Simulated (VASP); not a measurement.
AlN, 8 atoms in the cell. Symmetry: Pm, No. 6, monoclinic system. Conventional cell: a = 3.276 Å, b = 4.101 Å, c = 5.674 Å, α = 90.00°, β = 90.00°, γ = 90.00°. Al (site symmetry m) has 1 N at 1.40 Å within 1.9 Å. Al (site symmetry m) has 5 N at 1.89 to 2.05 Å within 2.5 Å. Within 2.5 Å of Al (site symmetry m) lie 5 N at 1.89 to 2.05 Å and 2 Al at 2.48 Å. Within 2.5 Å of Al (site symmetry m) lie 5 N at 1.89 to 2.05 Å. Within 2.5 Å of N (site symmetry m) lie 5 Al at 1.89 to 2.11 Å. N (site symmetry m) has 5 Al at 1.89 to 2.05 Å within 2.5 Å. N (site symmetry m) has 2 Al at 1.40 to 1.89 Å within 1.9 Å. Within 2.5 Å of N (site symmetry m) lie 5 Al at 1.89 to 2.18 Å.  This cell differs from its parent crystal: atom 1 (Al) moved by +0.000 Å along [1 0 0] and +0.496 Å along [1 2 0].

| Quantity | Value |
| --- | --- |
| Program | VASP 6.6.1 |
| Task | single point |
| Functional | LDA |
| Potentials or basis | VASP PAW LDA potentials, release 64 (Al, N) |
| Cutoff | 520 eV |
| k mesh | 8 × 6 × 4 |
| Occupations | gaussian, width 0.05 eV |
| Spin | no spin polarisation |
| Dipole correction | no |
| Further INCAR settings | ALGO = Normal; EDIFF = 1e-06; NBANDS = 26 |

Potentials or basis: VASP PAW LDA potentials, release 64 (Al, N).

Launch:

```console
$ cat potpaw_LDA.64/Al/POTCAR potpaw_LDA.64/N/POTCAR > POTCAR
$ mpirun -np 1 vasp_std > vasp.out
```

Hardware: 1 thread of Intel(R) Xeon(R) 6975P-C (Granite Rapids), with other jobs on the host.

Q: How long does it take, and how much memory?

A: Run time: 40 s on 1 thread of Intel(R) Xeon(R) 6975P-C (Granite Rapids), with other jobs on the host, peak memory 0.21 GiB. Counts: scf iterations 14, k points 72.
